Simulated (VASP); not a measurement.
# BP (F-43m) in VASP: a series of runs, part 2 of 2

VASP 6.6.1.

## (3) Single point, r2SCAN (volume changed by +6%)

File POSCAR:

```
BP
1.0
    0.0000000000      2.3128036275      2.3128036275
    2.3128036275      0.0000000000      2.3128036275
    2.3128036275      2.3128036275      0.0000000000
B P
1 1
Direct
    0.0000000000      0.0000000000      0.0000000000
    0.2500000000      0.2500000000      0.2500000000
```

File INCAR.step1:

```
PREC     = Accurate       # precision mode
ENCUT    = 520            # plane-wave cutoff, eV
ISMEAR   = 0              # smearing method
SIGMA    = 0.01           # smearing width, eV
LREAL    = F              # projectors in reciprocal space
LASPH    = T              # aspherical terms in the spheres
NELM     = 80             # most SCF steps
NBANDS   = 11             # bands
GGA      = PE             # functional
ALGO     = Normal         # electronic algorithm
EDIFF    = 1E-4           # SCF threshold, eV
LWAVE    = T              # write WAVECAR
LCHARG   = F              # write CHGCAR
```

File INCAR.step2:

```
PREC     = Accurate       # precision mode
ENCUT    = 520            # plane-wave cutoff, eV
EDIFF    = 1E-6           # SCF threshold, eV
ISMEAR   = 0              # smearing method
SIGMA    = 0.01           # smearing width, eV
LREAL    = F              # projectors in reciprocal space
LASPH    = T              # aspherical terms in the spheres
NELM     = 80             # most SCF steps
ALGO     = Normal         # electronic algorithm
ISIF     = 2              # what is computed and relaxed
LWAVE    = F              # write WAVECAR
LCHARG   = F              # write CHGCAR
METAGGA  = R2SCAN         # meta-GGA
LMIXTAU  = T            
NBANDS   = 11             # bands
ISTART   = 1
```

File KPOINTS:

```
regular mesh
0
Gamma
  8 8 8
```

Potentials or basis: VASP PAW PBE potentials, release 64 (B, P).

Run with:

```bash
> cat potpaw_PBE.64/B/POTCAR potpaw_PBE.64/P/POTCAR > POTCAR
> cp INCAR.step1 INCAR
> mpirun -np 1 vasp_std > vasp.out
> cp INCAR.step2 INCAR
> mpirun -np 1 vasp_std > vasp.out
```

OUTCAR:

```text
PREC = Accurate
   ENCUT = 520
   EDIFF = 1E-6
   ISMEAR = 0
   LREAL = F
   LASPH = T
   NELM = 80
   ISIF = 2
   METAGGA = R2SCAN
   ISTART = 1

 ion  position               nearest neighbor table
   1  0.000  0.000  0.000-   2 2.00   2 2.00   2 2.00   2 2.00
   2  0.250  0.250  0.250-   1 2.00   1 2.00   1 2.00   1 2.00

  LATTYP: Found a face centered cubic cell.
 ALAT       =     4.6256072550

  Lattice vectors:

 A1 = (   0.0000000000,   2.3128036275,   2.3128036275)
 A2 = (   2.3128036275,   0.0000000000,   2.3128036275)
 A3 = (   2.3128036275,   2.3128036275,   0.0000000000)

Analysis of symmetry for initial positions (statically):
=====================================================================
 Subroutine PRICEL returns:
 Original cell was already a primitive cell.

 Routine SETGRP: Setting up the symmetry group for a
 face centered cubic supercell.

 Subroutine GETGRP returns: Found 24 space group operations
 (whereof 24 operations were pure point group operations)
 out of a pool of 48 trial point group operations.

The static configuration has the point symmetry T_d .

Analysis of symmetry for dynamics (positions and initial velocities):
=====================================================================
 Subroutine PRICEL returns:
 Original cell was already a primitive cell.

 Routine SETGRP: Setting up the symmetry group for a
 face centered cubic supercell.

 Subroutine GETGRP returns: Found 24 space group operations
 (whereof 24 operations were pure point group operations)
 out of a pool of 48 trial point group operations.

The dynamic configuration has the point symmetry T_d .

 Subroutine INISYM returns: Found 24 space group operations
 (whereof 24 operations are pure point group operations),
 and found     1 'primitive' translations

----------------------------------------------------------------------------------------

                                     Primitive cell

[... 112 lines left out ...]
  Fermi-wavevector in a.u.,A,eV,Ry     =   1.123628  2.123350 17.177912  1.262541
  Thomas-Fermi vector in A             =   2.260296
   LORBIT       =      0    0 simple, 1 ext, 2 COOP (PROOUT), +10 PAW based schemes
   METAGGA = R2SCAN    functional components
   LHFCALC =     F    Hartree Fock is set to
   AEXX    =    0.0000 exact exchange contribution
   IVDW    =     0    specifies the selected vdW correction
   LEPSILON=     F    determine dielectric tensor
   LRPA    =     F    only Hartree local field effects (RPA)
 non-spin polarized calculation
 Gauss-broadening in eV      SIGMA  =   0.01
  energy-cutoff  :      520.00
  volume of cell :       24.74
 maximum number of plane-waves:       684
   NGX = 13   NGY = 13   NGZ = 13

 number of electron       7.9999999 magnetization

 Free energy of the ion-electron system (eV)
  ---------------------------------------------------
  ext. energy  EPLUGINS =         0.00000000
  ---------------------------------------------------
  free energy    TOTEN  =       -17.26582267 eV

  energy without entropy =      -17.26582267  energy(sigma->0) =      -17.26582267

 E-fermi :   6.8593     XC(G=0): -11.2427

 val. band max:        6.7186948853   @ k =   0.0000   0.0000   0.0000
 cond. band min:       8.2625173884   @ k =   0.3750   0.3750   0.0000
 fundamental gap:      1.5438225031
 Fermi energy:         6.8593086766

 k-point     1 :       0.0000    0.0000    0.0000
  band No.  band energies     occupation
      1      -9.0193      2.00000
      2       6.7187      2.00000
      3       6.7187      2.00000
      4       6.7187      2.00000
      5      10.2795      0.00000
      6      10.2795      0.00000
      7      10.2795      0.00000
      8      13.8247      0.00000
      9      18.7021      0.00000
     10      19.2101      0.00000
     11      19.2101      0.00000
[... 309 lines left out ...]
 k-point    24 :      -0.3750    0.2500    0.1250
  band No.  band energies     occupation
      1      -5.0840      2.00000
      2      -1.8304      2.00000
      3       2.1462      2.00000
      4       3.6129      2.00000
      5      11.2643      0.00000
      6      12.0720      0.00000
      7      15.2392      0.00000
      8      16.8556      0.00000
      9      17.5433      0.00000
     10      21.6235      0.00000
     11      24.0430      0.00000

 [... further k-points ...]
[... 5 lines left out ...]
  --------------------------------------------------------------------------------------
  -------------------------------------------------------------------------------------
  Total       -1.4352718     -1.4352718     -1.4352718     -0.0000000      0.0000000      0.0000000
  in kB      -92.9391012    -92.9391012    -92.9391012     -0.0000000      0.0000000      0.0000000
  external PRESSURE =     -92.9391012 kB  Pullay stress =       0.0000000 kB

 VOLUME and BASIS-vectors are now :
 -----------------------------------------------------------------------------
  energy-cutoff  :      520.00
  volume of cell :       24.74
      direct lattice vectors                 reciprocal lattice vectors
     0.000000000  2.312803628  2.312803628    -0.216187831  0.216187831  0.216187831
     2.312803628  0.000000000  2.312803628     0.216187831 -0.216187831  0.216187831
     2.312803628  2.312803628  0.000000000     0.216187831  0.216187831 -0.216187831

 POSITION                                       TOTAL-FORCE (eV/Angst)
 -----------------------------------------------------------------------------------
      0.00000      0.00000      0.00000        -0.000000     -0.000000     -0.000000
      1.15640      1.15640      1.15640         0.000000      0.000000      0.000000
 -----------------------------------------------------------------------------------
    total drift:                                0.000000      0.000000      0.000000

  FREE ENERGIE OF THE ION-ELECTRON SYSTEM (eV)
  ---------------------------------------------------
  free  energy   TOTEN  =       -17.2658226656 eV

  energy  without entropy=      -17.2658226656  energy(sigma->0) =      -17.26582267
```

OSZICAR.step1:

```text
N       E                     dE             d eps       ncg     rms          rms(c)
DAV:   1     0.720266439094E+01    0.72027E+01   -0.36981E+03   646   0.638E+02
DAV:   2    -0.129158540473E+02   -0.20119E+02   -0.19122E+02   800   0.110E+02
DAV:   3    -0.134885605020E+02   -0.57271E+00   -0.57119E+00   808   0.154E+01
DAV:   4    -0.134908867146E+02   -0.23262E-02   -0.23258E-02   733   0.117E+00
DAV:   5    -0.134909004941E+02   -0.13780E-04   -0.13779E-04   781   0.898E-02    0.663E+00
DAV:   6    -0.129798203849E+02    0.51108E+00   -0.12333E+00   722   0.464E+00    0.358E+00
DAV:   7    -0.129053534706E+02    0.74467E-01   -0.18213E-01   797   0.213E+00    0.126E+00
DAV:   8    -0.128981996728E+02    0.71538E-02   -0.24512E-02   742   0.875E-01    0.173E-01
DAV:   9    -0.128985299485E+02   -0.33028E-03   -0.73230E-04   730   0.176E-01    0.104E-01
DAV:  10    -0.128987308504E+02   -0.20090E-03   -0.25234E-04   714   0.990E-02    0.266E-02
DAV:  11    -0.128987419559E+02   -0.11106E-04   -0.11181E-05   370   0.225E-02
   1 F= -.12898742E+02 E0= -.12898742E+02  d E =-.575539E-75
```

Wall time 67 s (1 thread of Intel Xeon 6975P-C, shared host); peak memory 0.11 GiB.

Results:

```
Free energy            : -17.2658 eV
Pressure               : -9.3 GPa
Band gap on the k mesh : 1.54 eV, indirect (least direct gap 3.56 eV)
```

Levels at points of the mesh, in eV from the valence-band top:
```
           k point  band 2  band 3  band 4  band 5  band 6  band 7
(0.00, 0.00, 0.00)    0.00    0.00    0.00    3.56    3.56    3.56
(0.50, 0.00, 0.00)   -9.08   -1.79   -1.79    3.78    4.99    4.99
(0.50, 0.50, 0.00)   -8.82   -4.13   -4.13    1.65    1.96   12.50
```

Caveat: the cell differs from its parent crystal (volume changed by +6%); the PAW data sets were made with another functional, which shifts forces and pressure a little. A k mesh can miss the band edges.

## (4) Single point, r2SCAN

This run uses another cell than the first one, of 11.67 Å³/atom, 0.971 times its volume.

File POSCAR:

```
BP
1.0
    0.0000000000      2.2683155573      2.2683155573
    2.2683155573      0.0000000000      2.2683155573
    2.2683155573      2.2683155573      0.0000000000
B P
1 1
Direct
    0.0000000000      0.0000000000      0.0000000000
    0.2500000000      0.2500000000      0.2500000000
```

File INCAR.step1:

```
SYSTEM = BP
ALGO = Normal
EDIFF = 1E-4
ENCUT = 520
GGA = PE
ISMEAR = 0
LASPH = .TRUE.
LCHARG = .FALSE.
LREAL = .FALSE.
LWAVE = .TRUE.
NBANDS = 11
NELM = 60
PREC = Accurate
SIGMA = 0.01
```

File INCAR.step2:

```
SYSTEM = BP
ALGO = Normal
EDIFF = 1E-6
ENCUT = 520
ISIF = 2
ISMEAR = 0
ISTART = 1
LASPH = .TRUE.
LCHARG = .TRUE.
LELF = .TRUE.
LMIXTAU = .TRUE.
LREAL = .FALSE.
LVHAR = .TRUE.
LWAVE = .FALSE.
METAGGA = R2SCAN
NBANDS = 11
NELM = 60
PREC = Accurate
SIGMA = 0.01
```

File KPOINTS:

```
k-points
0
G
  10 10 10
  0 0 0
```

Potentials or basis: VASP PAW PBE potentials, release 64 (B, P).

Run with:

```bash
> cat potpaw_PBE.64/B/POTCAR potpaw_PBE.64/P/POTCAR > POTCAR
> cp INCAR.step1 INCAR
> mpirun -np 1 vasp_std > vasp.out
> cp INCAR.step2 INCAR
> mpirun -np 1 vasp_std > vasp.out
```

OUTCAR:

```text
SYSTEM = BP
   EDIFF = 1E-6
   ENCUT = 520
   ISIF = 2
   ISMEAR = 0
   ISTART = 1
   LASPH = .TRUE.
   LREAL = .FALSE.
   METAGGA = R2SCAN
   NELM = 60
   PREC = Accurate

 ion  position               nearest neighbor table
   1  0.000  0.000  0.000-   2 1.96   2 1.96   2 1.96   2 1.96
   2  0.250  0.250  0.250-   1 1.96   1 1.96   1 1.96   1 1.96

  LATTYP: Found a face centered cubic cell.
 ALAT       =     4.5366311146

  Lattice vectors:

 A1 = (   0.0000000000,   2.2683155573,   2.2683155573)
 A2 = (   2.2683155573,   0.0000000000,   2.2683155573)
 A3 = (   2.2683155573,   2.2683155573,   0.0000000000)

Analysis of symmetry for initial positions (statically):
=====================================================================
 Subroutine PRICEL returns:
 Original cell was already a primitive cell.

 Routine SETGRP: Setting up the symmetry group for a
 face centered cubic supercell.

 Subroutine GETGRP returns: Found 24 space group operations
 (whereof 24 operations were pure point group operations)
 out of a pool of 48 trial point group operations.

[... 171 lines left out ...]
      1      -8.8680      2.00000
      2       7.3998      2.00000
      3       7.3998      2.00000
      4       7.3998      2.00000
      5      11.0415      0.00000
      6      11.0415      0.00000
      7      11.0415      0.00000
      8      15.4247      0.00000
      9      19.8113      0.00000
     10      20.0492      0.00000
     11      20.0492      0.00000
[... 309 lines left out ...]
 k-point    24 :       0.4000    0.3000    0.0000
  band No.  band energies     occupation
      1      -5.7694      2.00000
      2       0.8752      2.00000
      3       3.1393      2.00000
      4       3.6845      2.00000
      5       9.4404      0.00000
      6      11.3488      0.00000
      7      17.5566      0.00000
      8      17.5646      0.00000
      9      22.4516      0.00000
     10      23.4349      0.00000
     11      25.5590      0.00000

 [... further k-points ...]

------------------------ aborting loop because EDIFF is reached ----------------------------------------

  FORCE on cell =-STRESS in cart. coord.  units (eV):
  Direction    XX          YY          ZZ          XY          YZ          ZX
  --------------------------------------------------------------------------------------
  -------------------------------------------------------------------------------------
  Total       -0.0757708     -0.0757708     -0.0757708     -0.0000000      0.0000000      0.0000000
  in kB       -5.2008215     -5.2008215     -5.2008215     -0.0000000      0.0000000      0.0000000
  external PRESSURE =      -5.2008215 kB  Pullay stress =       0.0000000 kB

 VOLUME and BASIS-vectors are now :
 -----------------------------------------------------------------------------
  energy-cutoff  :      520.00
  volume of cell :       23.34
      direct lattice vectors                 reciprocal lattice vectors
     0.000000000  2.268315557  2.268315557    -0.220427885  0.220427885  0.220427885
     2.268315557  0.000000000  2.268315557     0.220427885 -0.220427885  0.220427885
     2.268315557  2.268315557  0.000000000     0.220427885  0.220427885 -0.220427885

 POSITION                                       TOTAL-FORCE (eV/Angst)
 -----------------------------------------------------------------------------------
      0.00000      0.00000      0.00000         0.000000     -0.000000     -0.000000
      1.13416      1.13416      1.13416        -0.000000      0.000000      0.000000
 -----------------------------------------------------------------------------------
    total drift:                                0.000000      0.000000      0.000000

  FREE ENERGIE OF THE ION-ELECTRON SYSTEM (eV)
  ---------------------------------------------------
  free  energy   TOTEN  =       -17.3113267684 eV

  energy  without entropy=      -17.3113267684  energy(sigma->0) =      -17.31132677
```

It took 1.8 min on 1 thread of Intel Xeon 6975P-C, shared host; peak memory 0.11 GiB.

What came out:

```
Free energy            : -17.3113 eV
Pressure               : -0.5 GPa
Band gap on the k mesh : 1.45 eV, indirect (least direct gap 3.64 eV)
```

Caveat: the PAW data sets were made with another functional, which shifts forces and pressure a little.

## (5) Overview

| cell | k mesh | gap on the mesh (eV) | pressure (GPa) |
| --- | --- | --- | --- |
| a = 3.240 Å, angles 60.0°, 2 atoms | 8 × 8 × 8 | 1.51 | -5.2 |
| a = 3.271 Å, angles 60.0°, 2 atoms | 8 × 8 × 8 | 1.54 | -9.3 |
| a = 3.208 Å, angles 60.0°, 2 atoms | 10 × 10 × 10 | 1.45 | -0.5 |

Alike in all rows: task single point; level r2SCAN; potentials or basis VASP PAW PBE potentials, release 64 (B, P); no spin polarisation; cutoff (eV) 520; smearing gaussian 0.01 eV.

Caveats: the PAW data sets were made with another functional, which shifts forces and pressure a little.

Total energies depend on the potentials used, so only differences within one code and one set of settings carry meaning.
